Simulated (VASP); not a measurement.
# Na2N (P-3m1) in VASP: further runs, part 2 of 2

VASP 6.6.1. The steps go on from the part before.

**3. Relaxation of cell and atoms, PBE, collinear spin, ferromagnetic start**

This run uses another cell than the first one, of 18.67 Å³/atom.

INCAR reads:

```
SYSTEM = Na2N
PREC = Accurate ; ENCUT = 600
EDIFF = 1E-7 ; ISMEAR = 0
SIGMA = 0.1 ; LREAL = .FALSE.
LASPH = .TRUE. ; NELM = 150
ALGO = Normal ; ISIF = 3
LWAVE = .FALSE. ; LCHARG = .FALSE.
ISPIN = 2 ; MAGMOM = 0 0 1
LORBIT = 11 ; GGA = PE
IBRION = 2 ; NSW = 90
EDIFFG = -0.04
```

KPOINTS reads:

```
Automatic mesh
0
G
  6 6 4
  0 0 0
```

POSCAR reads:

```
Na2N
1.0
    3.3662577400      0.0000000000      0.0000000000
   -1.6831288700      2.9152647200      0.0000000000
    0.0000000000      0.0000000000      5.7065231400
Na N
2 1
Direct
    0.6666666700      0.3333333300      0.7175636900
    0.3333333300      0.6666666700      0.2824363100
    0.0000000000      0.0000000000      0.5000000000
```

Potentials or basis: VASP PAW PBE potentials, release 64 (Na_pv, N).

On the command line:

```
cat potpaw_PBE.64/Na_pv/POTCAR potpaw_PBE.64/N/POTCAR > POTCAR
mpirun -np 1 vasp_std > vasp.out
```

Wall time 7.2 min (1 thread of AMD EPYC 7R13, shared host); peak memory 0.19 GiB.

The run converged. Its results:

```
Free energy                                           : -9.2867 eV
Relaxed volume                                        : 21.63 Å³/atom
Relaxed cell                                          : a = 3.707 Å, b = 3.707 Å, c = 5.454 Å, α = 90.00°, β = 90.00°, γ = 120.00°
Space group after relaxing (to 0.1 Å)                 : P-3m1 (No. 164)
Energy gained by relaxing                             : 74.9 meV/atom
Ionic steps                                           : 9
Pressure after relaxing                               : 0.1 GPa
Band gap on the k mesh                                : zero (filled and empty bands overlap)
Net moment                                            : 1.01 μB per cell
Site moments                                          : Na -0.01; N +0.74 μB
Valence electrons inside the program's atomic spheres : Na 6.07; N 3.47
```

Step by step:
| step | energy change (eV) | largest force (eV/Å) | pressure (GPa) | volume (Å³) |
| --- | --- | --- | --- | --- |
| 1 | 0.0000 | 0.0825 | 5.26 | 56.00 |
| 2 | -0.1363 | 0.2167 | 1.54 | 61.10 |
| 3 | -0.1562 | 0.4442 | -1.29 | 67.30 |
| 4 | -0.1634 | 0.3821 | -0.50 | 65.26 |
| 5 | -0.1877 | 0.2936 | -0.44 | 65.40 |
| 6 | -0.2227 | 0.0908 | -0.35 | 65.69 |
| 7 | -0.2238 | 0.0294 | -0.32 | 65.74 |
| 8 | -0.2238 | 0.0408 | -0.33 | 65.73 |
| 9 | -0.2247 | 0.0002 | 0.08 | 64.90 |

Final structure:
```cif
data_structure
_symmetry_space_group_name_H-M 'P 1'
_symmetry_Int_Tables_number 1
_cell_length_a 3.7069
_cell_length_b 3.7069
_cell_length_c 5.4542
_cell_angle_alpha 90.000
_cell_angle_beta 90.000
_cell_angle_gamma 120.000
_cell_volume 64.90
loop_
_atom_site_label
_atom_site_type_symbol
_atom_site_fract_x
_atom_site_fract_y
_atom_site_fract_z
_atom_site_occupancy
Na1 Na 0.66667 0.33333 0.70293 1
Na2 Na 0.33333 0.66667 0.29707 1
N1 N 0.00000 0.00000 0.50000 1
```

Levels at points of the mesh, in eV from the Fermi level:
Spin up:
```tsv
k point	band 8	band 9	band 10	band 11	band 12	band 13
(0.00, 0.00, 0.00)	-1.48	-1.02	-1.02	-0.31	6.08	6.58
(0.50, 0.00, 0.00)	-2.63	-1.27	-0.83	3.20	3.50	6.40
(0.00, 0.00, 0.50)	-2.29	-1.01	-1.01	1.66	3.44	9.28
(0.50, 0.00, 0.50)	-2.55	-1.27	-1.07	2.92	4.32	6.72
```
Spin down:
```
           k point  band 7  band 8  band 9  band 10  band 11  band 12
(0.00, 0.00, 0.00)  -11.19   -1.00   -0.55     0.81     0.81     6.19
(0.50, 0.00, 0.00)  -10.79   -1.40   -0.23     0.48     2.94     3.43
(0.00, 0.00, 0.50)  -11.17   -2.16    0.82     0.82     1.80     3.57
(0.50, 0.00, 0.50)  -10.78   -1.23   -0.59     0.49     2.57     4.17
```

Caveat: the volume moved by over 15 % at a fixed basis, so the end points are rough.

**4. Single point, PBE, collinear spin, ferromagnetic start**

This run uses another cell than the first one, of 21.97 Å³/atom.

INCAR reads:

```
SYSTEM = Na2N
PREC = Accurate
ENCUT = 520
EDIFF = 1E-6
ISMEAR = 0
SIGMA = 0.1
LREAL = .FALSE.
LASPH = .TRUE.
NELM = 150
ALGO = Normal
ISIF = 2
LWAVE = .FALSE.
LCHARG = .FALSE.
ISPIN = 2
MAGMOM = 0 0 1.07
LORBIT = 11
GGA = PE
NBANDS = 20
```

KPOINTS reads:

```
regular mesh
0
G
  12 12 8
  0 0 0
```

POSCAR reads:

```
Na2N
1.0
    3.7137565358      0.0000000000      0.0000000000
   -1.8568782679      3.2162075035      0.0000000000
    0.0000000000      0.0000000000      5.5184805826
Na N
2 1
Direct
    0.6666666667      0.3333333333      0.6989394260
    0.3333333333      0.6666666667      0.3010605740
    0.0000000000      0.0000000000      0.5000000000
```

Potentials or basis: VASP PAW PBE potentials, release 64 (Na_pv, N).

On the command line:

```
cat potpaw_PBE.64/Na_pv/POTCAR potpaw_PBE.64/N/POTCAR > POTCAR
mpirun -np 1 vasp_std > vasp.out
```

OUTCAR:

```text
SYSTEM = Na2N
   PREC = Accurate
   ENCUT = 520
   EDIFF = 1E-6
   ISMEAR = 0
   LREAL = .FALSE.
   LASPH = .TRUE.
   NELM = 150
   ISIF = 2
   ISPIN = 2
   LORBIT = 11
   GGA = PE

 ion  position               nearest neighbor table
   1  0.667  0.333  0.699-
   2  0.333  0.667  0.301-
   3  0.000  0.000  0.500-

  LATTYP: Found a hexagonal cell.
 ALAT       =     3.7137565358
 C/A-ratio  =     1.4859564781

  Lattice vectors:

 A1 = (   3.7137565358,   0.0000000000,   0.0000000000)
[... 1323 lines left out ...]
 -----------------------------------------------------------------------------
  energy-cutoff  :      520.00
  volume of cell :       65.91
      direct lattice vectors                 reciprocal lattice vectors
     3.713756536  0.000000000  0.000000000     0.269269132  0.155462606  0.000000000
    -1.856878268  3.216207504  0.000000000     0.000000000  0.310925212  0.000000000
     0.000000000  0.000000000  5.518480583     0.000000000  0.000000000  0.181209299

 POSITION                                       TOTAL-FORCE (eV/Angst)
 -----------------------------------------------------------------------------------
      1.85688      1.07207      3.85708        -0.000000     -0.000000      0.017136
     -0.00000      2.14414      1.66140         0.000000      0.000000     -0.017136
      0.00000      0.00000      2.75924        -0.000000      0.000000      0.000000
 -----------------------------------------------------------------------------------
    total drift:                                0.000000     -0.000000      0.000000

  FREE ENERGIE OF THE ION-ELECTRON SYSTEM (eV)
  ---------------------------------------------------
  free  energy   TOTEN  =        -9.2916529128 eV

  energy  without entropy=       -9.2881589568  energy(sigma->0) =       -9.28990593

 total charge

# of ion       s       p       d       tot
------------------------------------------
    1        0.086   5.989   0.000   6.075
    2        0.086   5.989   0.000   6.075
    3        1.289   2.185   0.000   3.474
--------------------------------------------------
tot          1.460  14.163   0.000  15.623

 magnetization (x)

# of ion       s       p       d       tot
------------------------------------------
    1       -0.010   0.005   0.000  -0.005
    2       -0.010   0.005   0.000  -0.005
    3        0.016   0.727   0.000   0.742
--------------------------------------------------
tot         -0.005   0.738   0.000   0.732
```

stdout:

```text
POSCAR found type information on POSCAR NaN
 POSCAR found :  2 types and       3 ions
 scaLAPACK will be used
 LDA part: xc-table for (Slater+PW92), standard interpolation
 POSCAR, INCAR and KPOINTS ok, starting setup
 FFT: planning ... GRIDC
 FFT: planning ... GRID_SOFT
 FFT: planning ... GRID
 WAVECAR not read
 entering main loop
```

Wall time 8.2 min (1 thread of AMD EPYC 7R13, shared host); peak memory 0.33 GiB.

Results:

| Property | Result |
| --- | --- |
| Free energy | -9.2917 eV |
| Pressure | 0.1 GPa |
| Largest force | 0.017 eV/Å |
| Band gap on the k mesh | zero (filled and empty bands overlap) |
| Net moment | 1.01 μB per cell |
| Site moments | Na -0.01; N +0.74 μB |
| Valence electrons inside the program's atomic spheres | Na 6.08; N 3.47 |

Forces in eV/Å, atoms in the order of the input:
```
Na   0.000  0.000  0.017
Na   0.000  0.000 -0.017
N    0.000  0.000  0.000
```

Levels at points of the mesh, in eV from the Fermi level:
Spin up:
| k point | band 8 | band 9 | band 10 | band 11 | band 12 | band 13 |
| --- | --- | --- | --- | --- | --- | --- |
| (0.00, 0.00, 0.00) | -1.37 | -0.87 | -0.87 | -0.17 | 6.15 | 6.55 |
| (0.50, 0.00, 0.00) | -2.47 | -1.12 | -0.72 | 3.33 | 3.63 | 6.46 |
| (0.00, 0.00, 0.50) | -2.14 | -0.87 | -0.87 | 1.74 | 3.49 | 9.26 |
| (0.50, 0.00, 0.50) | -2.40 | -1.12 | -0.95 | 3.06 | 4.42 | 6.76 |
Spin down:
```
           k point  band 5  band 6  band 7  band 8  band 9  band 10  band 11  band 12  band 13  band 14
(0.00, 0.00, 0.00)  -23.00  -23.00  -11.05   -0.87   -0.42     0.92     0.92     6.24     6.64    11.53
(0.50, 0.00, 0.00)  -23.02  -22.99  -10.66   -1.26   -0.09     0.59     3.07     3.53     6.32     9.17
(0.00, 0.00, 0.50)  -23.00  -23.00  -11.03   -1.99    0.93     0.93     1.89     3.61     9.29    10.81
(0.50, 0.00, 0.50)  -23.02  -23.00  -10.65   -1.11   -0.43     0.60     2.70     4.27     6.85     7.91
```

**5. Summary**

| task | cell | k mesh | cutoff (eV) | gap on the mesh (eV) | pressure (GPa) | moment (μB) | largest force (eV/Å) |
| --- | --- | --- | --- | --- | --- | --- | --- |
| single point | a = 3.702, b = 3.702, c = 5.635 Å, angles 90.0, 90.0, 120.0°, 3 atoms, atomic positions A | 6 × 6 × 4 | 520 | none | 0.1 | 1.01 | 0.03 |
| relaxation of cell and atoms | relaxed from a = 3.366, b = 3.366, c = 5.707 Å, angles 90.0, 90.0, 120.0°, 3 atoms, atomic positions B | 6 × 6 × 4 | 600 | none | 0.1 | 1.01 | - |
| single point | a = 3.714, b = 3.714, c = 5.518 Å, angles 90.0, 90.0, 120.0°, 3 atoms, atomic positions C | 12 × 12 × 8 | 520 | none | 0.1 | 1.01 | 0.02 |

Alike in all rows: level PBE; potentials or basis VASP PAW PBE potentials, release 64 (Na_pv, N); spin collinear, ferromagnetic start; smearing gaussian 0.1 eV.

Caveats: the volume moved by over 15 % at a fixed basis, so the end points are rough (at least some runs).

Absolute energies hang on the potentials; compare differences alone.
